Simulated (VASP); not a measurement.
# In (Fm-3m) in VASP: notebook, part 2 of 2

VASP 6.6.1. The steps go on from the part before.

### 3 Relaxation of cell and atoms, BLYP

This run uses another cell than the first one, of 26.14 Å³/atom, 0.751 times its volume.

File INCAR:

```
SYSTEM = In
PREC     = Accurate       ! precision mode
ENCUT    = 600            ! plane-wave cutoff, eV
EDIFF    = 1E-6           ! SCF threshold, eV
ISMEAR   = -1             ! smearing method
SIGMA    = 0.1            ! smearing width, eV
LREAL    = .FALSE.        ! projectors in reciprocal space
LASPH    = .TRUE.         ! aspherical terms in the spheres
NELM     = 60             ! most SCF steps
ALGO     = Normal         ! electronic algorithm
ISIF     = 3              ! what is computed and relaxed
LWAVE    = .FALSE.        ! write WAVECAR
LCHARG   = .FALSE.        ! write CHGCAR
GGA      = B5             ! functional
ALDAX    = 1.0          
AGGAX    = 1.0          
AGGAC    = 1.0          
ALDAC    = 0.0          
IBRION   = 2              ! ionic algorithm
NSW      = 80             ! ionic steps
EDIFFG   = -0.01          ! ionic threshold
```

File KPOINTS:

```
regular mesh
0
G
  12 12 12
  0 0 0
```

File POSCAR:

```
In
1.0
    0.0000000000      2.3556547913      2.3556547913
    2.3556547913      0.0000000000      2.3556547913
    2.3556547913      2.3556547913      0.0000000000
In
1
Direct
    0.0000000000      0.0000000000      0.0000000000
```

Potentials or basis: VASP PAW PBE potentials, release 64 (In_d).

The run is started by

```bash
cat potpaw_PBE.64/In_d/POTCAR > POTCAR
mpirun -np 1 vasp_std > vasp.out
```

OUTCAR:

```text
SYSTEM = In
   PREC = Accurate
   ENCUT = 600
   EDIFF = 1E-6
   ISMEAR = -1
   LREAL = .FALSE.
   LASPH = .TRUE.
   NELM = 60
   ISIF = 3
   GGA = B5
   IBRION = 2
   NSW = 80
   EDIFFG = -0.01

 ion  position               nearest neighbor table
   1  0.000  0.000  0.000-

  LATTYP: Found a face centered cubic cell.
 ALAT       =     4.7113095826

  Lattice vectors:

 A1 = (   0.0000000000,   2.3556547913,   2.3556547913)
 A2 = (   2.3556547913,   0.0000000000,   2.3556547913)
 A3 = (   2.3556547913,   2.3556547913,   0.0000000000)

Analysis of symmetry for initial positions (statically):
=====================================================================
 Subroutine PRICEL returns:
 Original cell was already a primitive cell.

 Routine SETGRP: Setting up the symmetry group for a
 face centered cubic supercell.

 Subroutine GETGRP returns: Found 48 space group operations
 (whereof 48 operations were pure point group operations)
 out of a pool of 48 trial point group operations.

The static configuration has the point symmetry O_h .

Analysis of symmetry for dynamics (positions and initial velocities):
=====================================================================
 Subroutine PRICEL returns:
 Original cell was already a primitive cell.

 Routine SETGRP: Setting up the symmetry group for a
[... 256 lines left out ...]

 number of electron      13.0000002 magnetization

 Free energy of the ion-electron system (eV)
  ---------------------------------------------------
  ext. energy  EPLUGINS =         0.00000000
  ---------------------------------------------------
  free energy    TOTEN  =        -1.86736687 eV

  energy without entropy =       -1.84708995  energy(sigma->0) =       -1.85722841

 E-fermi :   6.1931     XC(G=0):  -8.8893

 val. band max:        6.1517158403   @ k =  -0.3333   0.3333   0.0000
 cond. band min:       6.2266538842   @ k =   0.5000   0.3333   0.0000
 fundamental gap:      0.0749380439
 Fermi energy:         6.1931456339

 k-point     1 :       0.0000    0.0000    0.0000
  band No.  band energies     occupation
      1      -8.3578      2.00000
      2      -8.3578      2.00000
      3      -8.3578      2.00000
      4      -8.2507      2.00000
      5      -8.2507      2.00000
      6      -2.2730      2.00000
      7      15.0418      0.00000
      8      15.0418      0.00000
      9      15.0418      0.00000
     10      17.6698      0.00000
[... 287 lines left out ...]
 k-point    24 :      -0.4167    0.1667    0.0000
  band No.  band energies     occupation
      1      -8.3733      2.00000
      2      -8.3312      2.00000
      3      -8.3041      2.00000
      4      -8.1911      2.00000
      5      -8.1636      2.00000
      6       2.1024      2.00000
      7       4.3022      2.00000
      8      10.1032      0.00000
      9      12.3702      0.00000
     10      15.2544      0.00000

 [... further k-points ...]

------------------------ aborting loop because EDIFF is reached ----------------------------------------

  FORCE on cell =-STRESS in cart. coord.  units (eV):
  Direction    XX          YY          ZZ          XY          YZ          ZX
  --------------------------------------------------------------------------------------
  -------------------------------------------------------------------------------------
  Total        0.0044028      0.0044028      0.0044028      0.0000000     -0.0000000      0.0000000
  in kB        0.2273567      0.2273567      0.2273567      0.0000000     -0.0000000      0.0000000
  external PRESSURE =       0.2273567 kB  Pullay stress =       0.0000000 kB
[... 16 lines left out ...]
  FREE ENERGIE OF THE ION-ELECTRON SYSTEM (eV)
  ---------------------------------------------------
  free  energy   TOTEN  =        -1.8673668732 eV

  energy  without entropy=       -1.8470899461  energy(sigma->0) =       -1.85722841

 reached required accuracy - stopping structural energy minimisation
```

OSZICAR:

```text
N       E                     dE             d eps       ncg     rms          rms(c)
DAV:   1     0.758578659813E+02    0.75858E+02   -0.70789E+03  1442   0.181E+03
[... 32 lines left out ...]
DAV:   1    -0.188287750005E+01   -0.15676E-01   -0.39404E-01  1600   0.139E+01    0.747E-01
DAV:   2    -0.186914388604E+01    0.13734E-01   -0.32108E-02  1594   0.404E+00    0.252E-01
DAV:   3    -0.186743581742E+01    0.17081E-02   -0.61926E-03  1904   0.169E+00    0.117E-01
DAV:   4    -0.186738114733E+01    0.54670E-04   -0.98120E-05  1490   0.107E-01    0.647E-02
DAV:   5    -0.186736382280E+01    0.17325E-04   -0.39042E-05  1456   0.372E-02    0.175E-02
DAV:   6    -0.186736739558E+01   -0.35728E-05   -0.52228E-06  1600   0.180E-02    0.363E-03
DAV:   7    -0.186736687321E+01    0.52237E-06   -0.21261E-07   730   0.426E-03
   4 F= -.18673669E+01 E0= -.18572284E+01  d E =-.791891E-01
```

Run time: 72 s. Hardware: 1 thread of Intel Xeon 6975P-C, shared host; peak memory 0.17 GiB.

What came out:

- Free energy: -1.8674 eV
- Relaxed volume: 31.03 Å³/atom
- Relaxed cell: a = 3.527 Å, b = 3.527 Å, c = 3.527 Å, α = 60.00°, β = 60.00°, γ = 60.00°
- Space group after relaxing (to 0.05 Å): Fm-3m (No. 225)
- Energy gained by relaxing: 79.2 meV/atom
- Ionic steps: 4
- Pressure after relaxing: 0.0 GPa

Step by step:
```
step  energy change (eV)  largest force (eV/Å)  pressure (GPa)  volume (Å³)
   1              0.0000                0.0000            6.15        26.14
   2             -0.0771                0.0000            0.78        30.13
   3             -0.0790                0.0000           -0.25        31.33
   4             -0.0792                0.0000            0.02        31.03
```

Final structure:
```yaml
crystal:
  lattice:
    - [0.00000, 2.49403, 2.49403]
    - [2.49403, 0.00000, 2.49403]
    - [2.49403, 2.49403, 0.00000]
  atoms:
    - { symbol: In, position: [0.00000, 0.00000, 0.00000] }
```

Levels at points of the mesh, in eV from the Fermi level:
| k point | band 2 | band 3 | band 4 | band 5 | band 6 | band 7 | band 8 | band 9 | band 10 |
| --- | --- | --- | --- | --- | --- | --- | --- | --- | --- |
| (0.00, 0.00, 0.00) | -14.55 | -14.55 | -14.44 | -14.44 | -8.47 | 8.85 | 8.85 | 8.85 | 11.48 |
| (0.50, 0.00, 0.00) | -14.54 | -14.54 | -14.34 | -14.34 | -4.36 | -2.57 | 7.07 | 7.07 | 10.89 |
| (0.50, 0.50, 0.00) | -14.61 | -14.35 | -14.32 | -14.32 | -2.59 | -1.65 | 3.60 | 3.60 | 6.88 |

Caveat: the volume moved by over 15 % at a fixed basis, so the end points are rough; the PAW data sets were made with another functional, which shifts forces and pressure a little; spin-orbit coupling is left out, which moves the levels of the heavy elements.

### 4 Single point, BLYP

This run uses another cell than the first one, of 31.08 Å³/atom, 0.893 times its volume.

File INCAR:

```
PREC     = Accurate       # precision mode
ENCUT    = 520            # plane-wave cutoff, eV
EDIFF    = 1E-6           # SCF threshold, eV
ISMEAR   = -1             # smearing method
SIGMA    = 0.1            # smearing width, eV
LREAL    = False          # projectors in reciprocal space
LASPH    = True           # aspherical terms in the spheres
NELM     = 60             # most SCF steps
ALGO     = Normal         # electronic algorithm
ISIF     = 2              # what is computed and relaxed
LWAVE    = False          # write WAVECAR
LCHARG   = True           # write CHGCAR
GGA      = B5             # functional
ALDAX    = 1.0          
AGGAX    = 1.0          
AGGAC    = 1.0          
ALDAC    = 0.0          
LELF     = True           # ELF
LVHAR    = True         
NBANDS   = 12             # bands
```

File KPOINTS:

```
Automatic mesh
0
Gamma
  18 18 18
```

File POSCAR:

```
In
1.0
    0.0000000000      2.4954602183      2.4954602183
    2.4954602183      0.0000000000      2.4954602183
    2.4954602183      2.4954602183      0.0000000000
In
1
Direct
    0.0000000000      0.0000000000      0.0000000000
```

The run is started by

```bash
cat potpaw_PBE.64/In_d/POTCAR > POTCAR
mpirun -np 1 vasp_std > vasp.out
```

Wall time 53 s (1 thread of Intel Xeon 6975P-C, shared host); peak memory 0.21 GiB.

It converged, with:

| Property | Result |
| --- | --- |
| Free energy | -1.8709 eV |
| Pressure | -0.1 GPa |

Levels at points of the mesh, in eV from the Fermi level:
| k point | band 2 | band 3 | band 4 | band 5 | band 6 | band 7 | band 8 | band 9 | band 10 | band 11 |
| --- | --- | --- | --- | --- | --- | --- | --- | --- | --- | --- |
| (0.00, 0.00, 0.00) | -14.55 | -14.55 | -14.44 | -14.44 | -8.46 | 8.83 | 8.83 | 8.83 | 11.47 | 12.76 |
| (0.50, 0.00, 0.00) | -14.54 | -14.54 | -14.34 | -14.34 | -4.36 | -2.57 | 7.06 | 7.06 | 10.89 | 11.37 |
| (0.50, 0.50, 0.00) | -14.61 | -14.35 | -14.32 | -14.32 | -2.59 | -1.64 | 3.59 | 3.59 | 6.87 | 7.26 |

Caveat: the PAW data sets were made with another functional, which shifts forces and pressure a little; spin-orbit coupling is left out, which moves the levels of the heavy elements.

### 5 The runs side by side

| task | cell | k mesh | cutoff (eV) | gap on the mesh (eV) | pressure (GPa) |
| --- | --- | --- | --- | --- | --- |
| single point | a = 3.665 Å, angles 60.0°, 1 atom | 12 × 12 × 12 | 520 | none | -1.9 |
| relaxation of cell and atoms | relaxed from a = 3.331 Å, angles 60.0°, 1 atom | 12 × 12 × 12 | 600 | none | 0.0 |
| single point | a = 3.529 Å, angles 60.0°, 1 atom | 18 × 18 × 18 | 520 | none | -0.1 |

Alike in all rows: level BLYP; potentials or basis VASP PAW PBE potentials, release 64 (In_d); no spin polarisation; smearing fermi-dirac 0.1 eV.

Caveats: the PAW data sets were made with another functional, which shifts forces and pressure a little; spin-orbit coupling is left out, which moves the levels of the heavy elements; the volume moved by over 15 % at a fixed basis, so the end points are rough (some runs).

Absolute energies hang on the potentials; compare differences alone.
